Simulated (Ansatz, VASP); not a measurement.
# InSb: VASP beside Ansatz

```xyz
2
Lattice="0.0000 2.8418 3.4090 2.8418 0.0000 3.4090 2.8418 2.8418 0.0000" Properties=species:S:1:pos:R:3 pbc="T T T"
In    0.0000    0.0000    0.0000
Sb    2.8418    2.8418    3.4090
```

Alike in both runs: task single point; functional PBE; k mesh 14 × 14 × 14; occupations gaussian, width 0.15 eV; no spin polarisation.

|  | VASP | Ansatz |
| --- | --- | --- |
| version | VASP 6.6.1 | Ansatz 0.2.0 |
| potentials or method | VASP PAW PBE potentials, release 64 (In_d, Sb), cutoff 520 eV | scalar-relativistic, plane waves, PAW |
| valence electrons in the cell | 18 | 28 |

Ansatz gave:

- gap on the k mesh at the Fermi level (eV): none
- pressure (GPa): 6.7
- traceless stress, the component that is largest in VASP (GPa): -10.10

**Question.** Estimate VASP's values.

**Answer.** gap on the k mesh at the Fermi level (eV): none; pressure (GPa): 6.7; traceless stress, the component that is largest in VASP (GPa): -10.09.

A gap of «none» marks a metal or a gap that the smearing closes. VASP's potentials hold 18 valence electrons a cell and Ansatz's 28, so a difference there can come from the potentials and not from the codes.

Spin-orbit coupling is off throughout.
